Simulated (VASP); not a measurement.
# Ti2W3 (Fmmm) in VASP: single point with PBE

Aim: the single point of Ti2W3 with PBE.

All numbers are computed with VASP 6.6.1; they aren't measurements. Logs are shortened: lines on timing, memory, paths and dates and some standing lists are left out, and cuts for length are marked.

### 1 The cell of the first run

It takes space group Fmmm (No. 69, orthorhombic). The conventional cell has a = 3.173 Å, b = 4.549 Å, c = 22.800 Å, α = 90.00°, β = 90.00°, γ = 90.00°. Ti (site symmetry mm2) has 4 W at 2.74 to 3.18 Å and 10 Ti at 2.77 to 3.37 Å within 3.6 Å. W (site symmetry mmm) has 14 W at 2.73 to 3.18 Å within 3.6 Å. W (site symmetry mm2) has 10 W at 2.73 to 3.18 Å and 4 Ti at 2.74 to 3.18 Å within 3.6 Å.

### 2 Single point, PBE

Contents of INCAR:

```
SYSTEM = Ti2W3
ALGO = Fast ; EDIFF = 1E-6
ENCUT = 520 ; GGA = PE
ISIF = 2 ; ISMEAR = 0
LASPH = .TRUE. ; LCHARG = .FALSE.
LREAL = .FALSE. ; LWAVE = .FALSE.
NBANDS = 77 ; NELM = 100
PREC = Accurate ; SIGMA = 0.2
```

Contents of KPOINTS:

```
k-points
0
G
  8 4 2
  0 0 0
```

Contents of POSCAR:

```
Ti2W3
1.0
    1.5862529000     -2.2742908000      0.0000000000
    4.7587587000      2.2742908000      0.0000000000
    1.5862529000      0.0000000000     11.3997811000
Ti W
4 6
Direct
    0.4022710000      0.4022710000      0.3909160000
    0.9022710000      0.9022710000      0.3909160000
    0.0977290000      0.0977290000      0.6090840000
    0.5977290000      0.5977290000      0.6090840000
    0.0000000000      0.0000000000      0.0000000000
    0.5000000000      0.5000000000      0.0000000000
    0.2011665000      0.2011665000      0.1953340000
    0.7011665000      0.7011665000      0.1953340000
    0.2988335000      0.2988335000      0.8046660000
    0.7988335000      0.7988335000      0.8046660000
```

Potentials or basis: VASP PAW PBE potentials, release 64 (Ti_sv, W_sv).

Started as:

```console
> cat potpaw_PBE.64/Ti_sv/POTCAR potpaw_PBE.64/W_sv/POTCAR > POTCAR
> mpirun -np 1 vasp_std > vasp.out
```

OUTCAR:

```text
SYSTEM = Ti2W3
   EDIFF = 1E-6
   ENCUT = 520
   GGA = PE
   ISIF = 2
   ISMEAR = 0
   LASPH = .TRUE.
   LREAL = .FALSE.
   NELM = 100
   PREC = Accurate

 ion  position               nearest neighbor table
   1  0.402  0.402  0.391-   7 2.74   8 2.74   2 2.77   2 2.77   7 3.18   8 3.18
   2  0.902  0.902  0.391-   8 2.74   7 2.74   1 2.77   1 2.77   8 3.18   7 3.18
   3  0.098  0.098  0.609-   9 2.74  10 2.74   4 2.77   4 2.77  10 3.18   9 3.18
   4  0.598  0.598  0.609-  10 2.74   9 2.74   3 2.77   3 2.77   9 3.18  10 3.18
   5  0.000  0.000  0.000-   7 2.73   8 2.73   9 2.73  10 2.73   6 2.77   6 2.77   6 3.17   6 3.17
                             8 3.18   7 3.18   9 3.18  10 3.18
   6  0.500  0.500  0.000-   7 2.73   8 2.73   9 2.73  10 2.73   5 2.77   5 2.77   5 3.17   5 3.17
                             7 3.18   8 3.18  10 3.18   9 3.18
   7  0.201  0.201  0.195-   5 2.73   6 2.73   1 2.74   2 2.74   8 2.77   8 2.77   8 3.17   8 3.17
                             5 3.18   6 3.18   1 3.18   2 3.18
   8  0.701  0.701  0.195-   5 2.73   6 2.73   2 2.74   1 2.74   7 2.77   7 2.77   7 3.17   7 3.17
                             6 3.18   5 3.18   2 3.18   1 3.18
   9  0.299  0.299  0.805-   5 2.73   6 2.73   3 2.74   4 2.74  10 2.77  10 2.77  10 3.17  10 3.17
                             5 3.18   6 3.18   4 3.18   3 3.18
  10  0.799  0.799  0.805-   5 2.73   6 2.73   4 2.74   3 2.74   9 2.77   9 2.77   9 3.17   9 3.17
                             6 3.18   5 3.18   3 3.18   4 3.18

  LATTYP: Found a triclinic cell.
 ALAT       =     2.7728319289
 B/A-ratio  =     2.5262404527
 C/A-ratio  =     5.4181668983
 COS(alpha) =     0.0039909998
 COS(beta)  =     0.4865701415
 COS(gamma) =     0.6693525197

  Lattice vectors:

 A1 = (  -1.5862529000,   2.2742908000,   0.0000000000)
 A2 = (   1.5862529000,   6.8228724000,   0.0000000000)
 A3 = (  -9.5175174000,   2.2742908000, -11.3997811000)

Analysis of symmetry for initial positions (statically):
=====================================================================
 Subroutine PRICEL returns following result:

  LATTYP: Found a face centered orthorhombic cell.
 ALAT       =     3.1725058000
 B/A-ratio  =     1.4337504442
 C/A-ratio  =     7.1866100922

  Lattice vectors:

 A1 = (   0.0000000000,  -2.2742908000, -11.3997811000)
 A2 = (   1.5862529000,   0.0000000000, -11.3997811000)
 A3 = (   1.5862529000,  -2.2742908000,   0.0000000000)

   2 primitive cells build up your supercell.

 Routine SETGRP: Setting up the symmetry group for a
[... 147 lines left out ...]
   TEBEG  =    0.0;   TEEND  =   0.0 temperature during run
   PSTRESS=    0.0 pullay stress
   NELECT =     132.0000    total number of electrons
   NUPDOWN=      -1.0000    fix difference up-down
   EMIN   =  10.00;   EMAX   =-10.00  energy-range for DOS
   EFERMI =   0.00;   METHOD = LEGACY
   ISMEAR =     0;   SIGMA  =   0.20  broadening in eV -4-tet -1-fermi 0-gaus
   EFERMI_NEDOS =   21; number of points for ismear=-14 and -15
   IALGO  =     68    algorithm
   IMIX   =      4    mixing-type and parameters
     AMIX     =   0.40;   BMIX     =  1.00
     AMIX_MAG =   1.60;   BMIX_MAG =  1.00
  volume/ion in A,a.u.               =      16.45       111.01
  Fermi-wavevector in a.u.,A,eV,Ry     =   1.521275  2.874794 31.487674  2.314279
  Thomas-Fermi vector in A             =   2.630012
   LORBIT       =      0    0 simple, 1 ext, 2 COOP (PROOUT), +10 PAW based schemes
   GGA     = PE    functional components
   LHFCALC =     F    Hartree Fock is set to
   AEXX    =    0.0000 exact exchange contribution
   IVDW    =     0    specifies the selected vdW correction
   LEPSILON=     F    determine dielectric tensor
   LRPA    =     F    only Hartree local field effects (RPA)
 non-spin polarized calculation
 RMM-DIIS sequential band-by-band and
 Gauss-broadening in eV      SIGMA  =   0.20
  energy-cutoff  :      520.00
  volume of cell :      164.50
 maximum number of plane-waves:      4450
 NGX is ok and might be reduce to    24
   NGX = 11   NGY = 19   NGZ = 43

 number of electron     132.0000005 magnetization

 Free energy of the ion-electron system (eV)
  ---------------------------------------------------
  ext. energy  EPLUGINS =         0.00000000
  ---------------------------------------------------
  free energy    TOTEN  =      -109.00711450 eV

  energy without entropy =     -108.75361945  energy(sigma->0) =     -108.88036697

 E-fermi :   9.7579     XC(G=0): -12.7496

 val. band max:        9.7460775414   @ k =   0.0000   0.2500   0.5000
 cond. band min:       9.7613149628   @ k =   0.2500   0.5000  -0.0000
 fundamental gap:      0.0152374214
 Fermi energy:         9.7579114697

 k-point     1 :       0.0000    0.0000    0.0000
  band No.  band energies     occupation
      1     -64.0920      2.00000
      2     -64.0219      2.00000
      3     -63.8824      2.00000
      4     -63.8711      2.00000
      5     -63.8232      2.00000
      6     -63.8232      2.00000
[... 1909 lines left out ...]
     76      12.0493      0.00000
     77      12.3775      0.00000

 [... further k-points ...]

------------------------ aborting loop because EDIFF is reached ----------------------------------------

  FORCE on cell =-STRESS in cart. coord.  units (eV):
  Direction    XX          YY          ZZ          XY          YZ          ZX
  --------------------------------------------------------------------------------------
  -------------------------------------------------------------------------------------
  Total        0.3639055      0.4531182      0.2457958     -0.1465474     -0.0547833      0.0512894
  in kB        3.5442498      4.4131347      2.3939226     -1.4272955     -0.5335603      0.4995319
  external PRESSURE =       3.4504357 kB  Pullay stress =       0.0000000 kB

 VOLUME and BASIS-vectors are now :
 -----------------------------------------------------------------------------
  energy-cutoff  :      520.00
  volume of cell :      164.50
      direct lattice vectors                 reciprocal lattice vectors
     1.586252900 -2.274290800  0.000000000     0.157604125 -0.329773132 -0.021930246
     4.758758700  2.274290800  0.000000000     0.157604125  0.109924377 -0.021930246
     1.586252900  0.000000000 11.399781100     0.000000000  0.000000000  0.087720983

 POSITION                                       TOTAL-FORCE (eV/Angst)
 -----------------------------------------------------------------------------------
      3.17251      0.00000      4.45636         0.006367     -0.002889      0.056969
      6.34501      0.00000      4.45636         0.006367     -0.002889      0.056969
      1.58625      0.00000      6.94342        -0.006367      0.002889     -0.056969
      4.75876      0.00000      6.94342        -0.006367      0.002889     -0.056969
      0.00000      0.00000      0.00000         0.000000     -0.000000     -0.000000
      3.17251      0.00000      0.00000         0.000000     -0.000000     -0.000000
      1.58625      0.00000      2.22676        -0.001042      0.001899     -0.002840
      4.75876      0.00000      2.22676        -0.001042      0.001899     -0.002840
      3.17251      0.00000      9.17302         0.001042     -0.001899      0.002840
      6.34501      0.00000      9.17302         0.001042     -0.001899      0.002840
 -----------------------------------------------------------------------------------
    total drift:                                0.000000     -0.000000     -0.000000

  FREE ENERGIE OF THE ION-ELECTRON SYSTEM (eV)
  ---------------------------------------------------
  free  energy   TOTEN  =      -109.0071145021 eV

  energy  without entropy=     -108.7536194460  energy(sigma->0) =     -108.88036697
```

OSZICAR:

```text
N       E                     dE             d eps       ncg     rms          rms(c)
DAV:   1     0.199872513275E+04    0.19987E+04   -0.70445E+04  5544   0.210E+03
DAV:   2     0.104733223228E+03   -0.18940E+04   -0.18589E+04  5544   0.690E+02
DAV:   3    -0.951517868472E+02   -0.19989E+03   -0.18945E+03  8275   0.195E+02
[... 31 lines left out ...]
RMM:  35    -0.109007112201E+03   -0.11134E-05   -0.16660E-05  6578   0.161E-02    0.296E-03
RMM:  36    -0.109007113038E+03   -0.83675E-06   -0.14790E-05  6148   0.153E-02    0.277E-03
RMM:  37    -0.109007113636E+03   -0.59770E-06   -0.12217E-05  6115   0.146E-02    0.267E-03
RMM:  38    -0.109007114155E+03   -0.51892E-06   -0.11094E-05  5910   0.140E-02    0.274E-03
RMM:  39    -0.109007114502E+03   -0.34736E-06   -0.94114E-06  5943   0.135E-02
   1 F= -.10900711E+03 E0= -.10888037E+03  d E =-.253495E+00
```

Wall time 51 min (1 thread of AMD EPYC 9755, shared host); peak memory 0.47 GiB.

What came out:

```yaml
Free_energy: -109.0071 eV
Pressure: 0.3 GPa
Largest_force: 0.057 eV/Å
Band_gap_on_the_k_mesh: zero (bands 66 and 67 overlap by 0.70 eV)
```

Forces in eV/Å, atoms in the order of the input:
```
Ti   0.006 -0.003  0.057
Ti   0.006 -0.003  0.057
Ti  -0.006  0.003 -0.057
Ti  -0.006  0.003 -0.057
W    0.000  0.000  0.000
W    0.000  0.000  0.000
W   -0.001  0.002 -0.003
W   -0.001  0.002 -0.003
W    0.001 -0.002  0.003
W    0.001 -0.002  0.003
```

Levels at points of the mesh, in eV from the Fermi level:
| k point | band 64 | band 65 | band 66 | band 67 | band 68 | band 69 |
| --- | --- | --- | --- | --- | --- | --- |
| (0.00, 0.00, 0.00) | -0.12 | 0.18 | 0.34 | 0.37 | 0.45 | 0.65 |
| (0.50, 0.00, 0.00) | -0.63 | -0.39 | -0.39 | 0.07 | 0.07 | 0.85 |
| (0.00, 0.50, 0.00) | -0.72 | -0.16 | -0.16 | 0.04 | 0.04 | 0.20 |
| (0.50, 0.50, 0.00) | 0.34 | 0.45 | 0.46 | 1.08 | 1.09 | 1.18 |
| (0.00, 0.00, 0.50) | 0.03 | 0.22 | 0.34 | 0.37 | 0.45 | 0.62 |
| (0.50, 0.00, 0.50) | -0.87 | -0.26 | -0.26 | -0.02 | -0.02 | 0.42 |
| (0.00, 0.50, 0.50) | -0.68 | -0.22 | -0.22 | 0.06 | 0.06 | 0.23 |
| (0.50, 0.50, 0.50) | 0.09 | 0.34 | 0.45 | 1.18 | 1.41 | 1.55 |

Caveat: spin-orbit coupling is left out, which moves the levels of the heavy elements.
